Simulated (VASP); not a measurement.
# InSb3 (P4/mmm) in VASP: notebook

Runs on InSb3. Level: PBE+D3(BJ). Tasks: single point.

Program: VASP 6.6.1. These are calculated values, not measurements. Logs are shortened: lines on timing, memory, paths and dates and some standing lists are left out, and cuts for length are marked.

## Step 1: The cell of the first run

The structure is tetragonal, space group P4/mmm (No. 123). The conventional cell has a = 4.544 Å, b = 4.544 Å, c = 4.355 Å, α = 90.00°, β = 90.00°, γ = 90.00°. In (site symmetry 4/mmm) has 12 Sb at 3.15 to 3.21 Å within 4.1 Å. Within 4.1 Å of Sb (site symmetry mmm) lie 4 In at 3.15 Å and 8 Sb at 3.15 to 3.21 Å. Sb (site symmetry 4/mmm) has 8 Sb at 3.15 Å and 4 In at 3.21 Å within 4.1 Å.

## Step 2: Single point, PBE+D3(BJ) (strain -0.040 along x and y, -0.080 along z)

The input, INCAR:

```
ALGO = Normal
EDIFF = 1E-6
ENCUT = 520
GGA = PE
ISIF = 2
ISMEAR = 0
IVDW = 12
LASPH = T
LCHARG = F
LREAL = F
LWAVE = F
NBANDS = 22
NELM = 100
PREC = Accurate
SIGMA = 0.15
```

The input, KPOINTS:

```
k-points
0
Gamma
  10 10 10
```

The input, POSCAR:

```
InSb3
1.0
    4.5439805049      0.0000000000      0.0000000000
    0.0000000000      4.5439805049      0.0000000000
    0.0000000000      0.0000000000      4.3546479838
In Sb
1 3
Direct
    0.0000000000      0.0000000000      0.0000000000
    0.5000000000      0.0000000000      0.5000000000
    0.0000000000      0.5000000000      0.5000000000
    0.5000000000      0.5000000000      0.0000000000
```

Potentials or basis: VASP PAW PBE potentials, release 64 (In_d, Sb).

Started as:

```
$ cat potpaw_PBE.64/In_d/POTCAR potpaw_PBE.64/Sb/POTCAR > POTCAR
$ mpirun -np 1 vasp_std > vasp.out
```

OUTCAR:

```text
EDIFF = 1E-6
   ENCUT = 520
   GGA = PE
   ISIF = 2
   ISMEAR = 0
   IVDW = 12
   LASPH = T
   LREAL = F
   NELM = 100
   PREC = Accurate
 IVDW          = 12

 ion  position               nearest neighbor table
   1  0.000  0.000  0.000-   2 3.15   3 3.15   2 3.15   3 3.15   3 3.15   3 3.15   2 3.15   2 3.15
                             4 3.21   4 3.21   4 3.21   4 3.21
   2  0.500  0.000  0.500-   1 3.15   4 3.15   1 3.15   4 3.15   4 3.15   4 3.15   1 3.15   1 3.15
                             3 3.21   3 3.21   3 3.21   3 3.21
   3  0.000  0.500  0.500-   1 3.15   4 3.15   1 3.15   4 3.15   1 3.15   1 3.15   4 3.15   4 3.15
                             2 3.21   2 3.21   2 3.21   2 3.21
   4  0.500  0.500  0.000-   2 3.15   3 3.15   2 3.15   3 3.15   2 3.15   2 3.15   3 3.15   3 3.15
                             1 3.21   1 3.21   1 3.21   1 3.21

  LATTYP: Found a simple tetragonal cell.
 ALAT       =     4.5439805049
 C/A-ratio  =     0.9583333333

  Lattice vectors:

 A1 = (   4.5439805049,   0.0000000000,   0.0000000000)
 A2 = (   0.0000000000,   4.5439805049,   0.0000000000)
 A3 = (   0.0000000000,   0.0000000000,   4.3546479838)

Analysis of symmetry for initial positions (statically):
=====================================================================
 Subroutine PRICEL returns:
 Original cell was already a primitive cell.

 Routine SETGRP: Setting up the symmetry group for a
 simple tetragonal supercell.

 Subroutine GETGRP returns: Found 16 space group operations
 (whereof 16 operations were pure point group operations)
 out of a pool of 16 trial point group operations.

The static configuration has the point symmetry D_4h.

Analysis of symmetry for dynamics (positions and initial velocities):
=====================================================================
 Subroutine PRICEL returns:
 Original cell was already a primitive cell.

 Routine SETGRP: Setting up the symmetry group for a
 simple tetragonal supercell.

 Subroutine GETGRP returns: Found 16 space group operations
 (whereof 16 operations were pure point group operations)
 out of a pool of 16 trial point group operations.

The dynamic configuration has the point symmetry D_4h.

 Subroutine INISYM returns: Found 16 space group operations
 (whereof 16 operations are pure point group operations),
 and found     1 'primitive' translations
[... 96 lines left out ...]
   LASPH  =      T    aspherical Exc in radial PAW
   ENCUT  =  520.0 eV  38.22 Ry    6.18 a.u.   8.45  8.45  8.10*2*pi/ulx,y,z
   NELM   =    100;   NELMIN=  2; NELMDL= -5     # of ELM steps
   EDIFF  = 0.1E-05   stopping-criterion for ELM
   LREAL  =      F    real-space projection
   EDIFFG = 0.1E-04   stopping-criterion for IOM
   NSW    =      0    number of steps for IOM
   IBRION =     -1    ionic relax: 0-MD 1-quasi-New 2-CG
   NFREE  =      0    steps in history (QN), initial steepest desc. (CG)
   ISIF   =      2    stress and relaxation
   ISYM   =      2    0-nonsym 1-usesym 2-fastsym
   POTIM  = 0.5000    time-step for ionic-motion
   TEBEG  =    0.0;   TEEND  =   0.0 temperature during run
   PSTRESS=    0.0 pullay stress
   NELECT =      28.0000    total number of electrons
   NUPDOWN=      -1.0000    fix difference up-down
   EMIN   =  10.00;   EMAX   =-10.00  energy-range for DOS
   EFERMI =   0.00;   METHOD = LEGACY
   ISMEAR =     0;   SIGMA  =   0.15  broadening in eV -4-tet -1-fermi 0-gaus
   EFERMI_NEDOS =   21; number of points for ismear=-14 and -15
   IALGO  =     38    algorithm
   IMIX   =      4    mixing-type and parameters
     AMIX     =   0.40;   BMIX     =  1.00
     AMIX_MAG =   1.60;   BMIX_MAG =  1.00
  volume/ion in A,a.u.               =      22.48       151.69
  Fermi-wavevector in a.u.,A,eV,Ry     =   1.109649  2.096932 16.753130  1.231320
  Thomas-Fermi vector in A             =   2.246191
   LORBIT       =      0    0 simple, 1 ext, 2 COOP (PROOUT), +10 PAW based schemes
   GGA     = PE    functional components
   LHFCALC =     F    Hartree Fock is set to
   AEXX    =    0.0000 exact exchange contribution
   IVDW    =    12    specifies the selected vdW correction
   LEPSILON=     F    determine dielectric tensor
   LRPA    =     F    only Hartree local field effects (RPA)
 non-spin polarized calculation
 Gauss-broadening in eV      SIGMA  =   0.15
  energy-cutoff  :      520.00
  volume of cell :       89.91
 maximum number of plane-waves:      2450
 NGX is ok and might be reduce to    36
   NGX = 17   NGY = 17   NGZ = 17

 number of electron      28.0000000 magnetization

 Free energy of the ion-electron system (eV)
  ---------------------------------------------------
  ext. energy  EPLUGINS =         0.00000000
  ---------------------------------------------------
  free energy    TOTEN  =       -13.26654500 eV

  energy without entropy =      -13.24539240  energy(sigma->0) =      -13.25596870

 E-fermi :  10.7038     XC(G=0): -11.0277

 val. band max:       10.6988901624   @ k =   0.2000   0.2000   0.1000
 cond. band min:      10.7114844366   @ k =   0.5000   0.2000   0.0000
 fundamental gap:      0.0125942742
 Fermi energy:        10.7037723440

 k-point     1 :       0.0000    0.0000    0.0000
  band No.  band energies     occupation
      1      -4.1125      2.00000
      2      -4.0984      2.00000
      3      -4.0614      2.00000
      4      -4.0614      2.00000
      5      -4.0601      2.00000
      6      -3.1775      2.00000
[... 589 lines left out ...]
     21      16.9147      0.00000
     22      16.9776      0.00000

 [... further k-points ...]

------------------------ aborting loop because EDIFF is reached ----------------------------------------

 Edisp (eV)   -2.26029

 E8    (eV) :    -1.0598

  FORCE on cell =-STRESS in cart. coord.  units (eV):
  Direction    XX          YY          ZZ          XY          YZ          ZX
  --------------------------------------------------------------------------------------
  -------------------------------------------------------------------------------------
  Total       7.90140     7.90140     7.79165     0.00000     0.00000    -0.00000
  in kB     140.79553   140.79553   138.83989     0.00000     0.00000    -0.00000
  external pressure =      140.14 kB  Pullay stress =        0.00 kB

 VOLUME and BASIS-vectors are now :
 -----------------------------------------------------------------------------
  energy-cutoff  :      520.00
  volume of cell :       89.91
      direct lattice vectors                 reciprocal lattice vectors
     4.543980505  0.000000000  0.000000000     0.220071367  0.000000000  0.000000000
     0.000000000  4.543980505  0.000000000     0.000000000  0.220071367  0.000000000
     0.000000000  0.000000000  4.354647984     0.000000000  0.000000000  0.229639687

 POSITION                                       TOTAL-FORCE (eV/Angst)
 -----------------------------------------------------------------------------------
      0.00000      0.00000      0.00000         0.000000      0.000000      0.000000
      2.27199      0.00000      2.17732         0.000000      0.000000      0.000000
      0.00000      2.27199      2.17732         0.000000      0.000000      0.000000
      2.27199      2.27199      0.00000         0.000000      0.000000      0.000000
 -----------------------------------------------------------------------------------
    total drift:                                0.000000     -0.000000     -0.000000

  FREE ENERGIE OF THE ION-ELECTRON SYSTEM (eV)
  ---------------------------------------------------
  free  energy   TOTEN  =       -15.5268303502 eV

  energy  without entropy=      -15.5056777488  energy(sigma->0) =      -15.51625405
```

OSZICAR:

```text
N       E                     dE             d eps       ncg     rms          rms(c)
DAV:   1     0.200230068809E+03    0.20023E+03   -0.11145E+04  5544   0.124E+03
DAV:   2     0.397569565693E+01   -0.19625E+03   -0.18895E+03  6104   0.313E+02
DAV:   3    -0.127386153373E+02   -0.16714E+02   -0.16016E+02  6838   0.902E+01
DAV:   4    -0.132987037734E+02   -0.56009E+00   -0.55787E+00  6494   0.168E+01
DAV:   5    -0.133243590644E+02   -0.25655E-01   -0.25652E-01  8280   0.381E+00    0.523E+00
DAV:   6    -0.132821442513E+02    0.42215E-01   -0.54817E-02  6888   0.390E+00    0.300E+00
DAV:   7    -0.132671617731E+02    0.14982E-01   -0.26216E-02  7646   0.212E+00    0.268E-01
DAV:   8    -0.132665572288E+02    0.60454E-03   -0.30231E-03  6894   0.778E-01    0.106E-01
DAV:   9    -0.132665466008E+02    0.10628E-04   -0.18531E-04  6660   0.974E-02    0.208E-02
DAV:  10    -0.132665454695E+02    0.11313E-05   -0.87811E-06  7714   0.210E-02    0.741E-03
DAV:  11    -0.132665450041E+02    0.46547E-06   -0.75194E-07  4200   0.898E-03
   1 F= -.15526830E+02 E0= -.15516254E+02  d E =-.211526E-01
```

It took 53 s on 1 thread of Intel Xeon 6975P-C (Granite Rapids), shared host; peak memory 0.37 GiB.

Results:

| Item | Value |
| --- | --- |
| Free energy | -15.5268 eV |
| Pressure | 14.0 GPa |
| Band gap on the k mesh | zero (bands 14 and 15 overlap by 5.65 eV) |
| Dispersion energy per atom | -0.565 eV |

Caveat: the cell differs from its parent crystal (strain -0.040 along x and y, -0.080 along z); the cell stands under pressure; spin-orbit coupling is left out, which moves the levels of the heavy elements.

(Continued in part 2 of 2.)
